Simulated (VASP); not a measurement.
Input of a VASP 6.6.1 run:

File INCAR:

```
SYSTEM = KBr
PREC = Accurate
ENCUT = 520
EDIFF = 1E-6
ISMEAR = -1
SIGMA = 0.02
LREAL = .FALSE.
LASPH = .TRUE.
NELM = 80
ALGO = Normal
ISIF = 2
LWAVE = .FALSE.
LCHARG = .FALSE.
GGA = PE
NBANDS = 15
```

KPOINTS

```
regular mesh
0
G
  6 6 6
  0 0 0
```

The input POSCAR:

```
KBr
1.0
    0.0000000000      3.2196916193      3.3244293903
    3.2196916193      0.0000000000      3.3244293903
    3.2196916193      3.2196916193      0.0000000000
K Br
1 1
Direct
    0.0000000000      0.0000000000      0.0000000000
    0.5000000000      0.5000000000      0.5000000000
```

Potentials or basis: VASP PAW PBE potentials, release 64 (K_sv, Br).

Launch:

```bash
$ cat potpaw_PBE.64/K_sv/POTCAR potpaw_PBE.64/Br/POTCAR > POTCAR
$ mpirun -np 1 vasp_std > vasp.out
```

Task: Estimate the pressure.

Result: 1.6 GPa.

Task: What does it give for the band gap on the k mesh?

Result: 4.54 eV.

Stress tensor (GPa, compression positive):
```
2.01 0.00 0.00
0.00 2.01 0.00
0.00 0.00 0.76
```

Caveat: the cell differs from its parent crystal (epitaxial xy strain -2.5%).
